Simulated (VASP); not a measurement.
# LiTlSe2 (P-4m2) in VASP: a series of runs

LiTlSe2 is run at these levels: PBE0, HSE06; tasks: single point.

Program: VASP 6.6.1. These are calculated values, not measurements. Logs are shortened: lines on timing, memory, paths and dates and some standing lists are left out, and cuts for length are marked.

### 1 The cell of the first run

Symmetry: P-4m2, No. 115, tetragonal system. The conventional cell has a = 4.264 Å, b = 4.264 Å, c = 5.980 Å, α = 90.00°, β = 90.00°, γ = 90.00°. Li (site symmetry -4m2) has 4 Se at 2.53 Å within 3.3 Å. Se (site symmetry 2mm) has 2 Li at 2.53 Å and 2 Tl at 2.68 Å within 3.3 Å. Within 3.5 Å of Tl (site symmetry -4m2) lie 4 Se at 2.68 Å.

### 2 Single point, PBE0

The input, POSCAR:

```
LiTlSe2
1.0
    4.2639248188      0.0000000000      0.0000000000
    0.0000000000      4.2639248188      0.0000000000
    0.0000000000      0.0000000000      5.9802485742
Li Se Tl
1 2 1
Direct
    0.0000000000      0.0000000000      0.0000000000
    0.0000000000      0.5000000000      0.2292133877
    0.5000000000      0.0000000000      0.7707866123
    0.5000000000      0.5000000000      0.5000000000
```

The input, INCAR.step1:

```
ALGO     = Normal         # electronic algorithm
EDIFF    = 1E-5           # SCF threshold, eV
ENCUT    = 650            # plane-wave cutoff, eV
GGA      = PE             # functional
GGA_COMPAT= False        
ISIF     = 2              # what is computed and relaxed
ISMEAR   = 0              # smearing method
KPAR     = 4            
LASPH    = True           # aspherical terms in the spheres
LCHARG   = False          # write CHGCAR
LREAL    = False          # projectors in reciprocal space
LWAVE    = True           # write WAVECAR
NBANDS   = 22             # bands
NELM     = 120            # most SCF steps
PREC     = Accurate       # precision mode
SIGMA    = 0.01           # smearing width, eV
```

The input, INCAR.step2:

```
AEXX     = 0.25           # exact-exchange fraction
ALGO     = Normal         # electronic algorithm
EDIFF    = 1E-6           # SCF threshold, eV
ENCUT    = 650            # plane-wave cutoff, eV
GGA      = PE             # functional
GGA_COMPAT= False        
ISIF     = 2              # what is computed and relaxed
ISMEAR   = 0              # smearing method
ISTART   = 1            
KPAR     = 4            
LASPH    = True           # aspherical terms in the spheres
LCHARG   = False          # write CHGCAR
LHFCALC  = True           # exact exchange
LREAL    = False          # projectors in reciprocal space
LWAVE    = False          # write WAVECAR
NBANDS   = 22             # bands
NELM     = 120            # most SCF steps
PREC     = Accurate       # precision mode
PRECFOCK = Normal       
SIGMA    = 0.01           # smearing width, eV
```

The input, KPOINTS:

```
k-points
0
Gamma
  4 4 4
```

Potentials or basis: VASP PAW PBE potentials, release 64 (Li_sv, Se, Tl_d).

Run with:

```
cat potpaw_PBE.64/Li_sv/POTCAR potpaw_PBE.64/Se/POTCAR potpaw_PBE.64/Tl_d/POTCAR > POTCAR
cp INCAR.step1 INCAR
mpirun -np 4 vasp_std > vasp.out
cp INCAR.step2 INCAR
mpirun -np 4 vasp_std > vasp.out
```

OUTCAR:

```text
AEXX = 0.25
   EDIFF = 1E-6
   ENCUT = 650
   GGA = PE
   ISIF = 2
   ISMEAR = 0
   ISTART = 1
   LASPH = True
   LHFCALC = True
   LREAL = False
   NELM = 120
   PREC = Accurate
   PRECFOCK = Normal

 ion  position               nearest neighbor table
   1  0.000  0.000  0.000-   2 2.53   3 2.53   2 2.53   3 2.53
   2  0.000  0.500  0.229-   1 2.53   1 2.53   4 2.68   4 2.68
   3  0.500  0.000  0.771-   1 2.53   1 2.53   4 2.68   4 2.68
   4  0.500  0.500  0.500-   2 2.68   3 2.68   3 2.68   2 2.68

  LATTYP: Found a simple tetragonal cell.
 ALAT       =     4.2639248188
 C/A-ratio  =     1.4025220491

  Lattice vectors:

 A1 = (   4.2639248188,   0.0000000000,   0.0000000000)
 A2 = (   0.0000000000,   4.2639248188,   0.0000000000)
 A3 = (   0.0000000000,   0.0000000000,   5.9802485742)

Analysis of symmetry for initial positions (statically):
=====================================================================
 Subroutine PRICEL returns:
 Original cell was already a primitive cell.

 Routine SETGRP: Setting up the symmetry group for a
 simple tetragonal supercell.

 Subroutine GETGRP returns: Found  8 space group operations
 (whereof  8 operations were pure point group operations)
 out of a pool of 16 trial point group operations.

The static configuration has the point symmetry D_2d.

Analysis of symmetry for dynamics (positions and initial velocities):
=====================================================================
 Subroutine PRICEL returns:
 Original cell was already a primitive cell.

 Routine SETGRP: Setting up the symmetry group for a
 simple tetragonal supercell.

 Subroutine GETGRP returns: Found  8 space group operations
 (whereof  8 operations were pure point group operations)
 out of a pool of 16 trial point group operations.

The dynamic configuration has the point symmetry D_2d.

 Subroutine INISYM returns: Found  8 space group operations
 (whereof  8 operations are pure point group operations),
 and found     1 'primitive' translations

----------------------------------------------------------------------------------------

                                     Primitive cell

  volume of cell :     108.7272

  direct lattice vectors                    reciprocal lattice vectors
     4.263924819  0.000000000  0.000000000     0.234525711  0.000000000  0.000000000
     0.000000000  4.263924819  0.000000000     0.000000000  0.234525711  0.000000000
     0.000000000  0.000000000  5.980248574     0.000000000  0.000000000  0.167217129

  length of vectors
     4.263924819  4.263924819  5.980248574     0.234525711  0.234525711  0.167217129

  position of ions in fractional coordinates (direct lattice)
     0.000000000  0.000000000  0.000000000
     0.000000000  0.500000000  0.229213388
     0.500000000  0.000000000  0.770786612
     0.500000000  0.500000000  0.500000000

  ion indices of the primitive-cell ions
   primitive index   ion index
                 1           1
                 2           2
                 3           3
                 4           4

----------------------------------------------------------------------------------------

 KPOINTS: k-points

Automatic generation of k-mesh.
 Grid dimensions read from file:
 generate k-points for:    4    4    4

 Generating k-lattice:

  Cartesian coordinates                     Fractional coordinates (reciprocal lattice)
     0.058631428  0.000000000  0.000000000     0.250000000  0.000000000  0.000000000
     0.000000000  0.058631428  0.000000000     0.000000000  0.250000000  0.000000000
     0.000000000  0.000000000  0.041804282     0.000000000  0.000000000  0.250000000

  Length of vectors
     0.058631428  0.058631428  0.041804282

  Shift w.r.t. Gamma in fractional coordinates (k-lattice)
     0.000000000  0.000000000  0.000000000

 Subroutine IBZKPT returns following result:
 ===========================================

 Found     18 irreducible k-points:

 Following reciprocal coordinates:
            Coordinates               Weight
  0.000000  0.000000  0.000000      1.000000
  0.250000  0.000000  0.000000      4.000000
  0.500000  0.000000  0.000000      2.000000
  0.250000  0.250000  0.000000      4.000000
  0.500000  0.250000  0.000000      4.000000
  0.500000  0.500000  0.000000      1.000000
[... 10 lines left out ...]
  0.500000  0.250000  0.500000      4.000000
  0.500000  0.500000  0.500000      1.000000
   k-points           NKPTS =     18   k-points in BZ     NKDIM =     64   number of bands    NBANDS=     22
   number of dos      NEDOS =    301   number of ions     NIONS =      4
   total plane-waves  NPLWV =  64800
   dimension x,y,z NGX =    36 NGY =   36 NGZ =   50
   dimension x,y,z NGXF=    72 NGYF=   72 NGZF=  100
   ions per type =               1   2   1
   NGX,Y,Z   is equivalent  to a cutoff of  14.04, 14.04, 13.90 a.u.
   NGXF,Y,Z  is equivalent  to a cutoff of  28.07, 28.07, 27.80 a.u.
 SYSTEM =  unknown system
   PREC   = accura    normal or accurate (medium, high low for compatibility)
   ISTART =      1    job   : 0-new  1-cont  2-samecut
   ICHARG =      0    charge: 1-file 2-atom 10-const
   ISPIN  =      1    spin polarized calculation?
   LNONCOLLINEAR =      F non collinear calculations
   LSORBIT =      F    spin-orbit coupling
   LASPH  =      T    aspherical Exc in radial PAW
   ENCUT  =  650.0 eV  47.77 Ry    6.91 a.u.   8.86  8.86 12.43*2*pi/ulx,y,z
   NELM   =    120;   NELMIN=  2; NELMDL=  0     # of ELM steps
   EDIFF  = 0.1E-05   stopping-criterion for ELM
   LREAL  =      F    real-space projection
   EDIFFG = 0.1E-04   stopping-criterion for IOM
   NSW    =      0    number of steps for IOM
   IBRION =     -1    ionic relax: 0-MD 1-quasi-New 2-CG
   NFREE  =      0    steps in history (QN), initial steepest desc. (CG)
   ISIF   =      2    stress and relaxation
   ISYM   =      3    0-nonsym 1-usesym 2-fastsym
   POTIM  = 0.5000    time-step for ionic-motion
   TEBEG  =    0.0;   TEEND  =   0.0 temperature during run
   PSTRESS=    0.0 pullay stress
   NELECT =      28.0000    total number of electrons
   NUPDOWN=      -1.0000    fix difference up-down
   EMIN   =  10.00;   EMAX   =-10.00  energy-range for DOS
   EFERMI =   0.00;   METHOD = LEGACY
   ISMEAR =     0;   SIGMA  =   0.01  broadening in eV -4-tet -1-fermi 0-gaus
   EFERMI_NEDOS =   21; number of points for ismear=-14 and -15
   IALGO  =     38    algorithm
   IMIX   =      1    mixing-type and parameters
     AMIX     =   0.40;   BMIX     =  1.00
     AMIX_MAG =   1.60;   BMIX_MAG =  1.00
  volume/ion in A,a.u.               =      27.18       183.43
  Fermi-wavevector in a.u.,A,eV,Ry     =   1.041553  1.968250 14.760046  1.084833
  Thomas-Fermi vector in A             =   2.176179
   LORBIT       =      0    0 simple, 1 ext, 2 COOP (PROOUT), +10 PAW based schemes
   GGA     = PE    functional components
   LHFCALC =     T    Hartree Fock is set to
   PRECFOCK=normal    Normal, Fast or Accurate (Low or Medium for compatibility)
   ENCUT4O =  -1.0   cutoff for four orbital integrals eV
   NKREDX  =     1    reduce k-point grid by
   NKREDY  =     1    reduce k-point grid by
   NKREDZ  =     1    reduce k-point grid by
   AEXX    =    0.2500 exact exchange contribution
   HFSCREEN=    0.0000 screening length (either q_TF or 0.3 A-1)
   HFSCREENC=   0.0000 screening length for correlation (either q_TF or 0.3 A-1)
   ENCUTFOCK=  -1.0 apply spherical cutoff to Coloumb kernel
   IVDW    =     0    specifies the selected vdW correction
   LEPSILON=     F    determine dielectric tensor
   LRPA    =     F    only Hartree local field effects (RPA)
 non-spin polarized calculation
 Gauss-broadening in eV      SIGMA  =   0.01
  energy-cutoff  :      650.00
  volume of cell :      108.73
 maximum number of plane-waves:      4129
 NGX is ok and might be reduce to    36
  NGX = 28; NGY = 28; NGZ = 40

 number of electron      27.9999995 magnetization

 Free energy of the ion-electron system (eV)
  ---------------------------------------------------
  ext. energy  EPLUGINS =         0.00000000
  ---------------------------------------------------
  free energy    TOTEN  =       -17.72928373 eV

  energy without entropy =      -17.72928373  energy(sigma->0) =      -17.72928373

 E-fermi :   0.8611     XC(G=0):  -6.6239

 val. band max:        0.7584992857   @ k =   0.0000   0.0000   0.0000
 cond. band min:       2.5773594941   @ k =   0.0000   0.0000   0.0000
 fundamental gap:      1.8188602083
 Fermi energy:         0.8611005459

 k-point     1 :       0.0000    0.0000    0.0000
  band No.  band energies     occupation
      1     -46.8665      2.00000
      2     -12.8070      2.00000
      3     -12.5727      2.00000
      4     -11.4004      2.00000
      5     -11.4004      2.00000
      6     -11.2706      2.00000
[... 14 lines left out ...]
     21      11.7489      0.00000
     22      13.4337      0.00000

 k-point     2 :       0.2500    0.0000    0.0000
  band No.  band energies     occupation
      1     -46.8664      2.00000
      2     -12.7300      2.00000
      3     -12.5822      2.00000
      4     -11.3967      2.00000
      5     -11.3011      2.00000
      6     -11.1894      2.00000
[... 14 lines left out ...]
     21      11.4697      0.00000
     22      11.7405      0.00000

 k-point     3 :       0.5000    0.0000    0.0000
  band No.  band energies     occupation
      1     -46.8663      2.00000
      2     -12.6722      2.00000
      3     -12.5857      2.00000
      4     -11.3929      2.00000
      5     -11.2729      2.00000
      6     -11.2080      2.00000
[... 14 lines left out ...]
     21      10.6161      0.00000
     22      11.1141      0.00000

 k-point     4 :       0.2500    0.2500    0.0000
  band No.  band energies     occupation
      1     -46.8663      2.00000
      2     -12.6756      2.00000
      3     -12.5891      2.00000
      4     -11.3678      2.00000
      5     -11.2604      2.00000
      6     -11.2120      2.00000
[... 14 lines left out ...]
     21      10.6248      0.00000
     22      10.8488      0.00000

 k-point     5 :       0.5000    0.2500    0.0000
  band No.  band energies     occupation
      1     -46.8662      2.00000
      2     -12.6388      2.00000
      3     -12.5903      2.00000
      4     -11.3363      2.00000
      5     -11.2416      2.00000
      6     -11.2328      2.00000
[... 267 lines left out ...]
 k-point    16 :       0.2500    0.2500    0.5000
  band No.  band energies     occupation
      1     -46.8663      2.00000
      2     -12.6804      2.00000
      3     -12.5679      2.00000
      4     -11.3691      2.00000
      5     -11.2469      2.00000
      6     -11.2114      2.00000
[... 14 lines left out ...]
     21      10.1653      0.00000
     22      11.0971      0.00000

 k-point    17 :       0.5000    0.2500    0.5000
  band No.  band energies     occupation
      1     -46.8662      2.00000
      2     -12.6514      2.00000
      3     -12.5900      2.00000
      4     -11.3371      2.00000
      5     -11.2326      2.00000
      6     -11.2322      2.00000
[... 14 lines left out ...]
     21      10.8828      0.00000
     22      11.7921      0.00000

 k-point    18 :       0.5000    0.5000    0.5000
  band No.  band energies     occupation
      1     -46.8662      2.00000
      2     -12.6170      2.00000
      3     -12.6169      2.00000
      4     -11.2672      2.00000
      5     -11.2561      2.00000
      6     -11.2178      2.00000
[... 14 lines left out ...]
     21      10.2467      0.00000
     22      11.7880      0.00000

------------------------ aborting loop because EDIFF is reached ----------------------------------------

  FORCE on cell =-STRESS in cart. coord.  units (eV):
  Direction    XX          YY          ZZ          XY          YZ          ZX
  --------------------------------------------------------------------------------------
  -------------------------------------------------------------------------------------
  Total       -0.3461963     -0.3461963     -0.4464268      0.0000000      0.0000000      0.0000000
  in kB       -5.1014624     -5.1014624     -6.5784343      0.0000000      0.0000000      0.0000000
  external PRESSURE =      -5.5937864 kB  Pullay stress =       0.0000000 kB

 VOLUME and BASIS-vectors are now :
 -----------------------------------------------------------------------------
  energy-cutoff  :      650.00
  volume of cell :      108.73
      direct lattice vectors                 reciprocal lattice vectors
     4.263924819  0.000000000  0.000000000     0.234525711  0.000000000  0.000000000
     0.000000000  4.263924819  0.000000000     0.000000000  0.234525711  0.000000000
     0.000000000  0.000000000  5.980248574     0.000000000  0.000000000  0.167217129

 POSITION                                       TOTAL-FORCE (eV/Angst)
 -----------------------------------------------------------------------------------
      0.00000      0.00000      0.00000        -0.000000      0.000000      0.000000
      0.00000      2.13196      1.37075        -0.000000      0.000000      0.138552
      2.13196      0.00000      4.60950         0.000000      0.000000     -0.138552
      2.13196      2.13196      2.99012         0.000000      0.000000      0.000000
 -----------------------------------------------------------------------------------
    total drift:                                0.000000      0.000000      0.000010

  FREE ENERGIE OF THE ION-ELECTRON SYSTEM (eV)
  ---------------------------------------------------
  free  energy   TOTEN  =       -17.7292837255 eV

  energy  without entropy=      -17.7292837255  energy(sigma->0) =      -17.72928373
```

Run time: 28 min. Hardware: 4 MPI ranks of Intel Xeon Platinum 8259CL at 2.50GHz (Skylake/Cascade Lake), shared host; peak memory 0.32 GiB.

What came out:

```
Free energy            : -17.7293 eV
Pressure               : -0.6 GPa
Largest force          : 0.139 eV/Å
Band gap on the k mesh : 1.82 eV, direct
```

Forces on the atoms (eV/Å):
```
Li   0.000  0.000  0.000
Se   0.000  0.000  0.139
Se   0.000  0.000 -0.139
Tl   0.000  0.000  0.000
```

Caveat: the PAW data sets were made with another functional, which shifts forces and pressure a little; spin-orbit coupling is left out, which moves the levels of the heavy elements. A k mesh can miss the band edges.

### 3 Single point, HSE06

This run uses another cell than the first one, of 27.10 Å³/atom, 0.997 times its volume.

The input, POSCAR:

```
LiTlSe2
1.0
    4.2590712022      0.0000000000      0.0000000000
    0.0000000000      4.2590712022      0.0000000000
    0.0000000000      0.0000000000      5.9753186597
Li Se Tl
1 2 1
Direct
    0.0000000000      0.0000000000      0.0000000000
    0.0000000000      0.5000000000      0.2315392616
    0.5000000000      0.0000000000      0.7684607384
    0.5000000000      0.5000000000      0.5000000000
```

The input, INCAR.step1:

```
SYSTEM = LiTlSe2
  PREC = Accurate
  ENCUT = 650
  EDIFF = 1E-5
  ISMEAR = -1
  SIGMA = 0.02
  LREAL = .False.
  LASPH = .True.
  NELM = 120
  ALGO = Normal
  ISIF = 2
  LWAVE = .True.
  GGA = PE
  NBANDS = 22
  GGA_COMPAT = .False.
  KPAR = 4
```

The input, INCAR.step2:

```
SYSTEM = LiTlSe2
  PREC = Accurate
  ENCUT = 650
  EDIFF = 1E-6
  ISMEAR = -1
  SIGMA = 0.02
  LREAL = .False.
  LASPH = .True.
  NELM = 120
  ALGO = Normal
  ISIF = 2
  LWAVE = .False.
  LCHARG = .True.
  GGA = PE
  LHFCALC = .True.
  HFSCREEN = 0.2079
  PRECFOCK = Normal
  LVHAR = .True.
  ISTART = 1
  NBANDS = 22
  GGA_COMPAT = .False.
  KPAR = 4
```

The input, KPOINTS:

```
regular mesh
0
Gamma
  4 4 4
  0 0 0
```

Potentials or basis: VASP PAW PBE potentials, release 64 (Li_sv, Se, Tl_d).

Run with:

```
cat potpaw_PBE.64/Li_sv/POTCAR potpaw_PBE.64/Se/POTCAR potpaw_PBE.64/Tl_d/POTCAR > POTCAR
cp INCAR.step1 INCAR
mpirun -np 4 vasp_std > vasp.out
cp INCAR.step2 INCAR
mpirun -np 4 vasp_std > vasp.out
```

Run time: 22 min. Hardware: 4 MPI ranks of Intel Xeon Platinum 8488C (Sapphire Rapids), shared host; peak memory 0.42 GiB.

It converged, with:

- Free energy: -16.1954 eV
- Pressure: -0.1 GPa
- Largest force: 0.004 eV/Å
- Band gap on the k mesh: 1.19 eV, direct

Forces on the atoms (eV/Å):
```
Li   0.000  0.000  0.000
Se   0.000  0.000  0.004
Se   0.000  0.000 -0.004
Tl   0.000  0.000  0.000
```

Levels at points of the mesh, in eV from the valence-band top:
| k point | band 11 | band 12 | band 13 | band 14 | band 15 | band 16 | band 17 | band 18 |
| --- | --- | --- | --- | --- | --- | --- | --- | --- |
| (0.00, 0.00, 0.00) | -1.81 | -0.14 | 0.00 | 0.00 | 1.19 | 4.07 | 6.08 | 6.81 |
| (0.50, 0.00, 0.00) | -2.15 | -1.78 | -0.96 | -0.56 | 3.09 | 6.42 | 6.57 | 7.25 |
| (0.50, 0.50, 0.00) | -2.22 | -1.79 | -1.79 | -1.25 | 2.51 | 4.10 | 4.10 | 7.41 |
| (0.00, 0.00, 0.50) | -1.27 | -1.27 | -0.76 | -0.76 | 2.91 | 4.21 | 5.93 | 7.71 |
| (0.50, 0.00, 0.50) | -0.89 | -0.84 | -0.58 | -0.55 | 1.57 | 5.86 | 6.67 | 7.19 |
| (0.50, 0.50, 0.50) | -2.12 | -2.12 | -1.93 | -1.70 | 4.14 | 6.18 | 6.18 | 8.00 |

Caveat: the PAW data sets were made with another functional, which shifts forces and pressure a little; spin-orbit coupling is left out, which moves the levels of the heavy elements. A k mesh can miss the band edges.
